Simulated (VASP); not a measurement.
# Na (Fm-3m) in VASP: further runs

Runs on Na. Level: PBEsol. Tasks: single point, relaxation of cell and atoms.

All numbers are computed with VASP 6.6.1; they aren't measurements. Logs are shortened: lines on timing, memory, paths and dates and some standing lists are left out, and cuts for length are marked.

## Step 1: The cell of the first run

Symmetry: Fm-3m, No. 225, cubic system. Conventional cell: a = 3.484 Å, b = 3.484 Å, c = 3.484 Å, α = 90.00°, β = 90.00°, γ = 90.00°. Na (site symmetry m-3m) has 12 Na at 2.46 Å within 3.3 Å.

This isn't the form of Na at room conditions, which is bcc.

## Step 2: Single point, PBEsol

File INCAR:

```
PREC     = Accurate       # precision mode
ENCUT    = 500            # plane-wave cutoff, eV
EDIFF    = 1E-6           # SCF threshold, eV
ISMEAR   = 0              # smearing method
SIGMA    = 0.1            # smearing width, eV
LREAL    = F              # projectors in reciprocal space
LASPH    = T              # aspherical terms in the spheres
NELM     = 120            # most SCF steps
ALGO     = Normal         # electronic algorithm
ISIF     = 2              # what is computed and relaxed
LWAVE    = F              # write WAVECAR
LCHARG   = F              # write CHGCAR
GGA      = PS             # functional
NBANDS   = 10             # bands
GGA_COMPAT= F
```

File KPOINTS:

```
Automatic mesh
0
Gamma
  10 10 10
```

File POSCAR:

```
Na
1.0
    0.0000000000      1.7421808331      1.7421808331
    1.7421808331      0.0000000000      1.7421808331
    1.7421808331      1.7421808331      0.0000000000
Na
1
Direct
    0.0000000000      0.0000000000      0.0000000000
```

Potentials or basis: VASP PAW PBE potentials, release 64 (Na_pv).

On the command line:

```sh
$ cat potpaw_PBE.64/Na_pv/POTCAR > POTCAR
$ mpirun -np 1 vasp_std > vasp.out
```

OUTCAR:

```text
PREC = Accurate
   ENCUT = 500
   EDIFF = 1E-6
   ISMEAR = 0
   LREAL = F
   LASPH = T
   NELM = 120
   ISIF = 2
   GGA = PS

 ion  position               nearest neighbor table
   1  0.000  0.000  0.000-

  LATTYP: Found a face centered cubic cell.
 ALAT       =     3.4843616662

  Lattice vectors:

 A1 = (   0.0000000000,   1.7421808331,   1.7421808331)
 A2 = (   1.7421808331,   0.0000000000,   1.7421808331)
 A3 = (   1.7421808331,   1.7421808331,   0.0000000000)

Analysis of symmetry for initial positions (statically):
=====================================================================
 Subroutine PRICEL returns:
 Original cell was already a primitive cell.

 Routine SETGRP: Setting up the symmetry group for a
 face centered cubic supercell.

 Subroutine GETGRP returns: Found 48 space group operations
 (whereof 48 operations were pure point group operations)
 out of a pool of 48 trial point group operations.

The static configuration has the point symmetry O_h .

Analysis of symmetry for dynamics (positions and initial velocities):
=====================================================================
 Subroutine PRICEL returns:
 Original cell was already a primitive cell.

 Routine SETGRP: Setting up the symmetry group for a
 face centered cubic supercell.

 Subroutine GETGRP returns: Found 48 space group operations
 (whereof 48 operations were pure point group operations)
 out of a pool of 48 trial point group operations.

The dynamic configuration has the point symmetry O_h .

 Subroutine INISYM returns: Found 48 space group operations
 (whereof 48 operations are pure point group operations),
 and found     1 'primitive' translations

----------------------------------------------------------------------------------------

                                     Primitive cell

  volume of cell :      10.5757

  direct lattice vectors                    reciprocal lattice vectors
     0.000000000  1.742180833  1.742180833    -0.286996614  0.286996614  0.286996614
     1.742180833  0.000000000  1.742180833     0.286996614 -0.286996614  0.286996614
     1.742180833  1.742180833  0.000000000     0.286996614  0.286996614 -0.286996614

  length of vectors
     2.463815762  2.463815762  2.463815762     0.497092717  0.497092717  0.497092717

  position of ions in fractional coordinates (direct lattice)
     0.000000000  0.000000000  0.000000000

  ion indices of the primitive-cell ions
   primitive index   ion index
                 1           1

----------------------------------------------------------------------------------------

 KPOINTS: Automatic mesh

Automatic generation of k-mesh.
 Grid dimensions read from file:
 generate k-points for:   10   10   10

 Generating k-lattice:

  Cartesian coordinates                     Fractional coordinates (reciprocal lattice)
    -0.028699661  0.028699661  0.028699661     0.100000000  0.000000000  0.000000000
     0.028699661 -0.028699661  0.028699661     0.000000000  0.100000000  0.000000000
     0.028699661  0.028699661 -0.028699661     0.000000000  0.000000000  0.100000000

  Length of vectors
     0.049709272  0.049709272  0.049709272

  Shift w.r.t. Gamma in fractional coordinates (k-lattice)
     0.000000000  0.000000000  0.000000000

 Subroutine IBZKPT returns following result:
 ===========================================

 Found     47 irreducible k-points:

 Following reciprocal coordinates:
            Coordinates               Weight
  0.000000  0.000000  0.000000      1.000000
  0.100000  0.000000  0.000000      8.000000
  0.200000  0.000000  0.000000      8.000000
  0.300000  0.000000  0.000000      8.000000
  0.400000  0.000000  0.000000      8.000000
  0.500000  0.000000  0.000000      4.000000
[... 16 lines left out ...]
  0.300000  0.300000  0.000000      6.000000
  0.400000  0.300000  0.000000     24.000000
 [... further k-points ...]
   k-points           NKPTS =     47   k-points in BZ     NKDIM =     47   number of bands    NBANDS=     10
   number of dos      NEDOS =    301   number of ions     NIONS =      1
   total plane-waves  NPLWV =   5832
   dimension x,y,z NGX =    18 NGY =   18 NGZ =   18
   dimension x,y,z NGXF=    36 NGYF=   36 NGZF=   36
   ions per type =               1
   NGX,Y,Z   is equivalent  to a cutoff of  12.15, 12.15, 12.15 a.u.
   NGXF,Y,Z  is equivalent  to a cutoff of  24.29, 24.29, 24.29 a.u.
 SYSTEM =  unknown system
   PREC   = accura    normal or accurate (medium, high low for compatibility)
   ISTART =      0    job   : 0-new  1-cont  2-samecut
   ICHARG =      2    charge: 1-file 2-atom 10-const
   ISPIN  =      1    spin polarized calculation?
   LNONCOLLINEAR =      F non collinear calculations
   LSORBIT =      F    spin-orbit coupling
   LASPH  =      T    aspherical Exc in radial PAW
   ENCUT  =  500.0 eV  36.75 Ry    6.06 a.u.   4.49  4.49  4.49*2*pi/ulx,y,z
   NELM   =    120;   NELMIN=  2; NELMDL= -5     # of ELM steps
   EDIFF  = 0.1E-05   stopping-criterion for ELM
   LREAL  =      F    real-space projection
   EDIFFG = 0.1E-04   stopping-criterion for IOM
   NSW    =      0    number of steps for IOM
   IBRION =     -1    ionic relax: 0-MD 1-quasi-New 2-CG
   NFREE  =      0    steps in history (QN), initial steepest desc. (CG)
   ISIF   =      2    stress and relaxation
   ISYM   =      2    0-nonsym 1-usesym 2-fastsym
   POTIM  = 0.5000    time-step for ionic-motion
   TEBEG  =    0.0;   TEEND  =   0.0 temperature during run
   PSTRESS=    0.0 pullay stress
   NELECT =       7.0000    total number of electrons
   NUPDOWN=      -1.0000    fix difference up-down
   EMIN   =  10.00;   EMAX   =-10.00  energy-range for DOS
   EFERMI =   0.00;   METHOD = LEGACY
   ISMEAR =     0;   SIGMA  =   0.10  broadening in eV -4-tet -1-fermi 0-gaus
   EFERMI_NEDOS =   21; number of points for ismear=-14 and -15
   IALGO  =     38    algorithm
   IMIX   =      4    mixing-type and parameters
     AMIX     =   0.40;   BMIX     =  1.00
     AMIX_MAG =   1.60;   BMIX_MAG =  1.00
  volume/ion in A,a.u.               =      10.58        71.37
  Fermi-wavevector in a.u.,A,eV,Ry     =   1.426716  2.696103 27.694922  2.035519
  Thomas-Fermi vector in A             =   2.546963
   LORBIT       =      0    0 simple, 1 ext, 2 COOP (PROOUT), +10 PAW based schemes
   GGA     = PS    functional components
   LHFCALC =     F    Hartree Fock is set to
   AEXX    =    0.0000 exact exchange contribution
   IVDW    =     0    specifies the selected vdW correction
   LEPSILON=     F    determine dielectric tensor
   LRPA    =     F    only Hartree local field effects (RPA)
 non-spin polarized calculation
 Gauss-broadening in eV      SIGMA  =   0.10
  energy-cutoff  :      500.00
  volume of cell :       10.58
 maximum number of plane-waves:       283
 NGX is ok and might be reduce to    18
   NGX =  9   NGY =  9   NGZ =  9

 number of electron       6.9999998 magnetization

 Free energy of the ion-electron system (eV)
  ---------------------------------------------------
  ext. energy  EPLUGINS =         0.00000000
  ---------------------------------------------------
  free energy    TOTEN  =         1.50971482 eV

  energy without entropy =        1.51341285  energy(sigma->0) =        1.51156383

 E-fermi :   8.0799     XC(G=0): -11.1136

 val. band max:        8.0473055833   @ k =   0.5000   0.3000   0.1000
 cond. band min:       8.1064383519   @ k =  -0.4000   0.1000   0.0000
 fundamental gap:      0.0591327686
 Fermi energy:         8.0798668767

 k-point     1 :       0.0000    0.0000    0.0000
  band No.  band energies     occupation
      1     -17.8223      2.00000
      2     -17.8223      2.00000
      3     -17.8223      2.00000
      4       1.0501      2.00000
      5      28.5690      0.00000
      6      28.5690      0.00000
      7      28.5690      0.00000
      8      31.4300      0.00000
      9      36.4907      0.00000
     10      36.4907      0.00000

 k-point     2 :       0.1000    0.0000    0.0000
  band No.  band energies     occupation
      1     -17.9765      2.00000
      2     -17.8365      2.00000
      3     -17.8365      2.00000
      4       1.4928      2.00000
      5      25.0803      0.00000
      6      28.5164      0.00000
      7      28.5164      0.00000
      8      33.0924      0.00000
      9      35.2550      0.00000
     10      35.2550      0.00000

 k-point     3 :       0.2000    0.0000    0.0000
  band No.  band energies     occupation
      1     -18.3633      2.00000
      2     -17.8737      2.00000
      3     -17.8737      2.00000
      4       2.7444      2.00000
      5      20.6725      0.00000
      6      28.1363      0.00000
      7      28.1363      0.00000
      8      31.5479      0.00000
      9      34.2943      0.00000
     10      34.2943      0.00000

 k-point     4 :       0.3000    0.0000    0.0000
  band No.  band energies     occupation
      1     -18.8123      2.00000
      2     -17.9192      2.00000
      3     -17.9192      2.00000
      4       4.6345      2.00000
      5      16.6295      0.00000
      6      27.3528      0.00000
      7      27.3528      0.00000
      8      30.2598      0.00000
      9      34.4507      0.00000
     10      34.4507      0.00000

 k-point     5 :       0.4000    0.0000    0.0000
  band No.  band energies     occupation
      1     -19.1556      2.00000
      2     -17.9557      2.00000
      3     -17.9557      2.00000
      4       6.9935      2.00000
      5      13.0545      0.00000
      6      26.6424      0.00000
      7      26.6424      0.00000
      8      29.6253      0.00000
      9      35.0295      0.00000
     10      35.0295      0.00000

 k-point     6 :       0.5000    0.0000    0.0000
  band No.  band energies     occupation
      1     -19.2825      2.00000
      2     -17.9696      2.00000
      3     -17.9696      2.00000
      4       9.2729      0.00000
      5      10.3850      0.00000
      6      26.3718      0.00000
      7      26.3718      0.00000
      8      29.4550      0.00000
      9      35.3101      0.00000
     10      35.3101      0.00000
[... 183 lines left out ...]
 k-point    21 :      -0.3000    0.2000    0.0000
  band No.  band energies     occupation
      1     -18.9345      2.00000
      2     -18.3129      2.00000
      3     -17.9717      2.00000
      4       7.2833      2.00000
      5      15.0452      0.00000
      6      19.2288      0.00000
      7      26.9268      0.00000
      8      32.2744      0.00000
      9      34.7333      0.00000
     10      38.5053      0.00000

 k-point    22 :      -0.2000    0.2000    0.0000
  band No.  band energies     occupation
      1     -18.7376      2.00000
      2     -18.1824      2.00000
      3     -17.9100      2.00000
      4       5.2205      2.00000
      5      17.8054      0.00000
      6      20.5852      0.00000
      7      28.3615      0.00000
      8      32.4730      0.00000
      9      33.5449      0.00000
     10      37.9474      0.00000

 k-point    23 :       0.3000    0.3000    0.0000
  band No.  band energies     occupation
      1     -18.7508      2.00000
      2     -18.1128      2.00000
      3     -18.1128      2.00000
      4       5.6295      2.00000
      5      19.5419      0.00000
      6      19.9108      0.00000
      7      25.3944      0.00000
      8      25.3944      0.00000
      9      37.0487      0.00000
     10      40.1895      0.00000

 k-point    24 :       0.4000    0.3000    0.0000
  band No.  band energies     occupation
      1     -18.9167      2.00000
      2     -18.2098      2.00000
      3     -18.1611      2.00000
      4       7.2168      2.00000
      5      17.2555      0.00000
      6      18.2581      0.00000
      7      25.1383      0.00000
      8      25.9033      0.00000
      9      36.8854      0.00000
     10      40.1901      0.00000

 [... further k-points ...]

------------------------ aborting loop because EDIFF is reached ----------------------------------------

  FORCE on cell =-STRESS in cart. coord.  units (eV):
  Direction    XX          YY          ZZ          XY          YZ          ZX
  --------------------------------------------------------------------------------------
  -------------------------------------------------------------------------------------
  Total        6.7076173      6.7076173      6.7076173     -0.0000000     -0.0000000      0.0000000
  in kB     1016.1765547   1016.1765547   1016.1765547     -0.0000000     -0.0000000      0.0000000
  external PRESSURE =    1016.1765547 kB  Pullay stress =       0.0000000 kB

 VOLUME and BASIS-vectors are now :
 -----------------------------------------------------------------------------
  energy-cutoff  :      500.00
  volume of cell :       10.58
      direct lattice vectors                 reciprocal lattice vectors
     0.000000000  1.742180833  1.742180833    -0.286996614  0.286996614  0.286996614
     1.742180833  0.000000000  1.742180833     0.286996614 -0.286996614  0.286996614
     1.742180833  1.742180833  0.000000000     0.286996614  0.286996614 -0.286996614

 POSITION                                       TOTAL-FORCE (eV/Angst)
 -----------------------------------------------------------------------------------
      0.00000      0.00000      0.00000         0.000000      0.000000      0.000000
 -----------------------------------------------------------------------------------
    total drift:                                0.000000     -0.000000     -0.000000

  FREE ENERGIE OF THE ION-ELECTRON SYSTEM (eV)
  ---------------------------------------------------
  free  energy   TOTEN  =         1.5097148173 eV

  energy  without entropy=        1.5134128466  energy(sigma->0) =        1.51156383
```

Wall time 2.9 s (1 thread of Intel Xeon Platinum 8488C (Sapphire Rapids), shared host); peak memory 0.11 GiB.

Results:

```yaml
Free_energy: 1.5097 eV
Pressure: 101.6 GPa
Band_gap_on_the_k_mesh: zero (an odd number of electrons rules out a gap without spin polarisation)
```

Caveat: the cell stands under pressure; the PAW data sets were made with another functional, which shifts forces and pressure a little.

## Step 3: Relaxation of cell and atoms, PBEsol, target pressure 101 GPa, at which the enthalpy is minimised

This run uses another cell than the first one, of 10.36 Å³/atom.

File INCAR:

```
SYSTEM = Na
PREC = Accurate
ENCUT = 500
EDIFF = 1E-7
ISMEAR = 0
SIGMA = 0.1
LREAL = .False.
LASPH = .True.
NELM = 120
ALGO = Normal
ISIF = 3
LWAVE = .False.
LCHARG = .False.
GGA = PS
IBRION = 2
NSW = 80
EDIFFG = -0.05
PSTRESS = 1010.0
GGA_COMPAT = .False.
NELMIN = 4
```

File KPOINTS:

```
Automatic mesh
0
Gamma
  10 10 10
  0 0 0
```

File POSCAR:

```
Na
1.0
    0.0000000000      1.7300000000      1.7300000000
    1.7300000000      0.0000000000      1.7300000000
    1.7300000000      1.7300000000      0.0000000000
Na
1
Direct
    0.0000000000      0.0000000000      0.0000000000
```

Potentials or basis: VASP PAW PBE potentials, release 64 (Na_pv).

On the command line:

```sh
$ cat potpaw_PBE.64/Na_pv/POTCAR > POTCAR
$ mpirun -np 1 vasp_std > vasp.out
```

Run time: 4.8 s. Hardware: 1 thread of Intel Xeon Platinum 8488C (Sapphire Rapids), shared host; peak memory 0.11 GiB.

The run converged. Its results:

* Free energy: 1.4943 eV
* Relaxed volume: 10.60 Å³/atom
* Relaxed cell: a = 2.466 Å, b = 2.466 Å, c = 2.466 Å, α = 60.00°, β = 60.00°, γ = 60.00°
* Space group after relaxing (to 0.1 Å): Fm-3m (No. 225)
* Energy change on relaxing (the run minimises the enthalpy): -159.4 meV/atom
* Ionic steps: 3
* Pressure after relaxing: 100.9 GPa
* Band gap on the k mesh: zero (an odd number of electrons rules out a gap without spin polarisation)

The path:
```tsv
step	energy change (eV)	largest force (eV/Å)	pressure (GPa)	volume (Å³)
1	0.0000	0.0000	107.79	10.36
2	-0.4137	0.0000	90.26	11.03
3	-0.1594	0.0000	100.93	10.60
```

Final structure:
```
Na
1.0
     0.00000    1.74353    1.74353
     1.74353    0.00000    1.74353
     1.74353    1.74353    0.00000
Na
1
Cartesian
  0.0000 0.0000 0.0000
```

Levels at points of the mesh, in eV from the Fermi level:
```
           k point  band 1  band 2  band 3  band 4  band 5  band 6  band 7
(0.00, 0.00, 0.00)  -25.89  -25.89  -25.89   -7.02   20.47   20.47   20.47
(0.50, 0.00, 0.00)  -27.35  -26.04  -26.04    1.19    2.30   18.28   18.28
(0.50, 0.50, 0.00)  -27.19  -26.33  -26.33    2.92    4.46    9.50   16.63
```

Caveat: the cell is relaxed towards a set pressure, so the run minimises the enthalpy, not the energy; the PAW data sets were made with another functional, which shifts forces and pressure a little.
